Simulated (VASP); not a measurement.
Set up this calculation in VASP 6.6.1, as the native input.

* Task: single point
* Functional: PBE
* Potentials or basis: VASP PAW PBE potentials, release 64 (Si, Bi_d, S)
* Cutoff: 520 eV
* k mesh: 6 × 6 × 4
* Occupations: gaussian, width 0.1 eV
* Spin: no spin polarisation
* Dipole correction: no
* Further INCAR settings: ALGO = Normal; EDIFF = 1e-07; NBANDS = 34

The structure of SiBiS lies in POSCAR:

```
SiBiS
1.0
    5.1729161029      0.0000000000      0.0000000000
   -2.5864580515      4.4798767568      0.0000000000
    0.0000000000      0.0000000000      5.5986613206
Si Bi S
2 2 2
Direct
    0.3333333333      0.6666666667      0.7500000000
    0.6666666667      0.3333333333      0.2500000000
    0.3333333333      0.6666666667      0.2500000000
    0.6666666667      0.3333333333      0.7500000000
    0.0000000000      0.0000000000      0.0000000000
    0.0000000000      0.0000000000      0.5000000000
```

These files were run (other wordings do the same):

INCAR

```
SYSTEM = SiBiS
PREC = Accurate
ENCUT = 520
EDIFF = 1E-7
ISMEAR = 0
SIGMA = 0.1
LREAL = .False.
LASPH = .True.
NELM = 60
ALGO = Normal
ISIF = 2
LWAVE = .False.
LCHARG = .False.
GGA = PE
NBANDS = 34
```

KPOINTS

```
regular mesh
0
Gamma
  6 6 4
  0 0 0
```

Potentials or basis: VASP PAW PBE potentials, release 64 (Si, Bi_d, S).

The run is started by

```bash
$ cat potpaw_PBE.64/Si/POTCAR potpaw_PBE.64/Bi_d/POTCAR potpaw_PBE.64/S/POTCAR > POTCAR
$ mpirun -np 1 vasp_std > vasp.out
```

Results of the run:

* Pressure: -0.1 GPa
* Band gap on the k mesh: zero (band 25 reaches 8.19 eV, above the bottom of band 26 at 5.14 eV)

Caveat: spin-orbit coupling is left out, which moves the levels of the heavy elements.

It took 55 s on 1 thread of AMD EPYC 9R45 96-Core Processor (Zen 5), on a shared host, peak memory 0.25 GiB.
